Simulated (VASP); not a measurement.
# Pd (Fm-3m) in VASP: further runs, part 2 of 2

VASP 6.6.1.

### 3 Relaxation of cell and atoms, RPBE

This run uses another cell than the first one, of 15.03 Å³/atom.

INCAR reads:

```
PREC = Accurate
ENCUT = 500
EDIFF = 1E-7
ISMEAR = 0
SIGMA = 0.1
LREAL = False
LASPH = True
NELM = 120
ALGO = Normal
ISIF = 3
LWAVE = False
LCHARG = False
GGA = RP
IBRION = 2
NSW = 100
EDIFFG = -0.05
GGA_COMPAT = False
NELMIN = 4
```

KPOINTS reads:

```
Automatic mesh
0
Gamma
  8 8 8
```

POSCAR reads:

```
Pd
1.0
    0.0000000000      1.9586507900      1.9586507900
    1.9586507900      0.0000000000      1.9586507900
    1.9586507900      1.9586507900      0.0000000000
Pd
1
Direct
    0.0000000000      0.0000000000      0.0000000000
```

Potentials or basis: VASP PAW PBE potentials, release 64 (Pd).

Run with:

```console
cat potpaw_PBE.64/Pd/POTCAR > POTCAR
mpirun -np 1 vasp_std > vasp.out
```

OUTCAR:

```text
PREC = Accurate
   ENCUT = 500
   EDIFF = 1E-7
   ISMEAR = 0
   LREAL = False
   LASPH = True
   NELM = 120
   ISIF = 3
   GGA = RP
   IBRION = 2
   NSW = 100
   EDIFFG = -0.05
   NELMIN = 4

 ion  position               nearest neighbor table
   1  0.000  0.000  0.000-

  LATTYP: Found a face centered cubic cell.
 ALAT       =     3.9173015800

  Lattice vectors:

 A1 = (   0.0000000000,   1.9586507900,   1.9586507900)
 A2 = (   1.9586507900,   0.0000000000,   1.9586507900)
 A3 = (   1.9586507900,   1.9586507900,   0.0000000000)

Analysis of symmetry for initial positions (statically):
=====================================================================
 Subroutine PRICEL returns:
 Original cell was already a primitive cell.

 Routine SETGRP: Setting up the symmetry group for a
 face centered cubic supercell.

 Subroutine GETGRP returns: Found 48 space group operations
 (whereof 48 operations were pure point group operations)
 out of a pool of 48 trial point group operations.

The static configuration has the point symmetry O_h .

Analysis of symmetry for dynamics (positions and initial velocities):
=====================================================================
 Subroutine PRICEL returns:
 Original cell was already a primitive cell.

 Routine SETGRP: Setting up the symmetry group for a
 face centered cubic supercell.

 Subroutine GETGRP returns: Found 48 space group operations
 (whereof 48 operations were pure point group operations)
 out of a pool of 48 trial point group operations.

The dynamic configuration has the point symmetry O_h .

 Subroutine INISYM returns: Found 48 space group operations
 (whereof 48 operations are pure point group operations),
 and found     1 'primitive' translations

[... 127 lines left out ...]
  volume of cell :       15.03
 maximum number of plane-waves:       392
   NGX = 11   NGY = 11   NGZ = 11

--------------------------------------- Ionic step        1  -------------------------------------------

 number of electron      10.0000000 magnetization

 number of electron       9.9999995 magnetization

 Free energy of the ion-electron system (eV)
  ---------------------------------------------------
  ext. energy  EPLUGINS =         0.00000000
  ---------------------------------------------------
  free energy    TOTEN  =        -4.59678513 eV

  energy without entropy =       -4.58563773  energy(sigma->0) =       -4.59121143

------------------------ aborting loop because EDIFF is reached ----------------------------------------

  FORCE on cell =-STRESS in cart. coord.  units (eV):
  Direction    XX          YY          ZZ          XY          YZ          ZX
  --------------------------------------------------------------------------------------
  -------------------------------------------------------------------------------------
  Total        0.8118751      0.8118751      0.8118751      0.0000000      0.0000000      0.0000000
  in kB       86.5563154     86.5563154     86.5563154      0.0000000      0.0000000      0.0000000
  external PRESSURE =      86.5563154 kB  Pullay stress =       0.0000000 kB
[... 57 lines left out ...]
--------------------------------------- Ionic step        3  -------------------------------------------

 number of electron      10.0000002 magnetization

 Free energy of the ion-electron system (eV)
  ---------------------------------------------------
  ext. energy  EPLUGINS =         0.00000000
  ---------------------------------------------------
  free energy    TOTEN  =        -4.61692164 eV

  energy without entropy =       -4.60555492  energy(sigma->0) =       -4.61123828

 E-fermi :   8.8366     XC(G=0): -12.6292

 val. band max:        8.8290692171   @ k =   0.5000   0.2500   0.0000
 cond. band min:       8.9111189479   @ k =   0.5000   0.3750   0.0000
 fundamental gap:      0.0820497308
 Fermi energy:         8.8366113779

 k-point     1 :       0.0000    0.0000    0.0000
  band No.  band energies     occupation
      1       2.1872      2.00000
      2       6.2536      2.00000
      3       6.2536      2.00000
      4       6.2536      2.00000
      5       7.6770      2.00000
      6       7.6770      2.00000
      7      25.8814      0.00000
      8      30.2841      0.00000
      9      30.2841      0.00000
[... 265 lines left out ...]
 k-point    24 :      -0.3750    0.2500    0.1250
  band No.  band energies     occupation
      1       4.8764      2.00000
      2       5.5548      2.00000
      3       6.6219      2.00000
      4       7.0284      2.00000
      5       8.6344      1.99577
      6      13.4481      0.00000
      7      15.7087      0.00000
      8      23.9112      0.00000
      9      24.0802      0.00000

 [... further k-points ...]

------------------------ aborting loop because EDIFF is reached ----------------------------------------

  FORCE on cell =-STRESS in cart. coord.  units (eV):
  Direction    XX          YY          ZZ          XY          YZ          ZX
  --------------------------------------------------------------------------------------
  -------------------------------------------------------------------------------------
  Total       -0.0088003     -0.0088003     -0.0088003      0.0000000     -0.0000000     -0.0000000
  in kB       -0.8907360     -0.8907360     -0.8907360      0.0000000     -0.0000000     -0.0000000
  external PRESSURE =      -0.8907360 kB  Pullay stress =       0.0000000 kB
[... 16 lines left out ...]
  FREE ENERGIE OF THE ION-ELECTRON SYSTEM (eV)
  ---------------------------------------------------
  free  energy   TOTEN  =        -4.6169216444 eV

  energy  without entropy=       -4.6055549247  energy(sigma->0) =       -4.61123828

 reached required accuracy - stopping structural energy minimisation
```

CONTCAR:

```text
Pd
   1.00000000000000
     0.0000000000000000    1.9928570402674941    1.9928570402674941
     1.9928570402674939    0.0000000000000000    1.9928570402674941
     1.9928570402674939    1.9928570402674941    0.0000000000000000
  Pd
     1
Direct
     0.0000000000000000    0.0000000000000000    0.0000000000000000

  0.00000000E+00  0.00000000E+00  0.00000000E+00
```

It took 8.7 s on 1 thread of Intel Xeon Platinum 8259CL at 2.50GHz (Skylake/Cascade Lake), shared host; peak memory 0.13 GiB.

Results:

```yaml
Free_energy: -4.6169 eV
Relaxed_volume: 15.83 Å³/atom
Relaxed_cell: a = 2.818 Å, b = 2.818 Å, c = 2.818 Å, α = 60.00°, β = 60.00°, γ = 60.00°
Space_group_after_relaxing_to_0.1_Å: Fm-3m (No. 225)
Energy_gained_by_relaxing: 20.1 meV/atom
Ionic_steps: 3
Pressure_after_relaxing: -0.1 GPa
Band_gap_on_the_k_mesh: zero (bands 5 and 6 overlap by 1.41 eV)
```

The path:
| step | energy change (eV) | largest force (eV/Å) | pressure (GPa) | volume (Å³) |
| --- | --- | --- | --- | --- |
| 1 | 0.0000 | 0.0000 | 8.66 | 15.03 |
| 2 | 0.0073 | 0.0000 | -7.86 | 16.86 |
| 3 | -0.0201 | 0.0000 | -0.09 | 15.83 |

Final structure:
```xyz
1
Lattice="0.0000 1.9929 1.9929 1.9929 0.0000 1.9929 1.9929 1.9929 0.0000" Properties=species:S:1:pos:R:3 pbc="T T T"
Pd    0.0000    0.0000    0.0000
```

Caveat: the PAW data sets were made with another functional, which shifts forces and pressure a little.

### 4 Single point, RPBE

This run uses another cell than the first one, of 15.77 Å³/atom.

INCAR reads:

```
  ALGO = Normal
  EDIFF = 1E-6
  ENCUT = 500
  GGA = RP
  GGA_COMPAT = F
  ISIF = 2
  ISMEAR = 0
  LASPH = T
  LCHARG = F
  LREAL = F
  LWAVE = F
  NBANDS = 11
  NELM = 120
  PREC = Accurate
  SIGMA = 0.1
```

KPOINTS reads:

```
k-points
0
Gamma
  16 16 16
```

POSCAR reads:

```
Pd
1.0
    0.0000000000      1.9902706961      1.9902706961
    1.9902706961      0.0000000000      1.9902706961
    1.9902706961      1.9902706961      0.0000000000
Pd
1
Direct
    0.0000000000      0.0000000000      0.0000000000
```

Run with:

```console
cat potpaw_PBE.64/Pd/POTCAR > POTCAR
mpirun -np 1 vasp_std > vasp.out
```

It took 14 s on 1 thread of Intel Xeon Platinum 8259CL at 2.50GHz (Skylake/Cascade Lake), shared host; peak memory 0.15 GiB.

It converged, with:

* Free energy: -4.6337 eV
* Pressure: -0.1 GPa
* Band gap on the k mesh: zero (bands 5 and 6 overlap by 1.42 eV)

Levels at points of the mesh, in eV from the Fermi level:
```
           k point  band 3  band 4  band 5  band 6  band 7  band 8
(0.00, 0.00, 0.00)   -2.55   -2.55   -1.11   -1.11   17.12   21.55
(0.50, 0.00, 0.00)   -2.59   -0.04   -0.04    1.18    6.84   16.46
(0.50, 0.50, 0.00)   -0.07    0.24    0.24    3.39   10.12   12.88
```

Caveat: the PAW data sets were made with another functional, which shifts forces and pressure a little.

### 5 Overview

| task | cell | k mesh | gap on the mesh (eV) | pressure (GPa) |
| --- | --- | --- | --- | --- |
| single point | a = 2.818 Å, angles 60.0°, 1 atom | 8 × 8 × 8 | none | -0.1 |
| relaxation of cell and atoms | relaxed from a = 2.770 Å, angles 60.0°, 1 atom | 8 × 8 × 8 | none | -0.1 |
| single point | a = 2.815 Å, angles 60.0°, 1 atom | 16 × 16 × 16 | none | -0.1 |

Alike in all rows: level RPBE; potentials or basis VASP PAW PBE potentials, release 64 (Pd); no spin polarisation; cutoff (eV) 500; smearing gaussian 0.1 eV.

Caveats: the PAW data sets were made with another functional, which shifts forces and pressure a little.

Total energies depend on the potentials used, so only differences within one code and one set of settings carry meaning.

The gap in the log of VASP goes by the Fermi energy; the results here count the filled bands.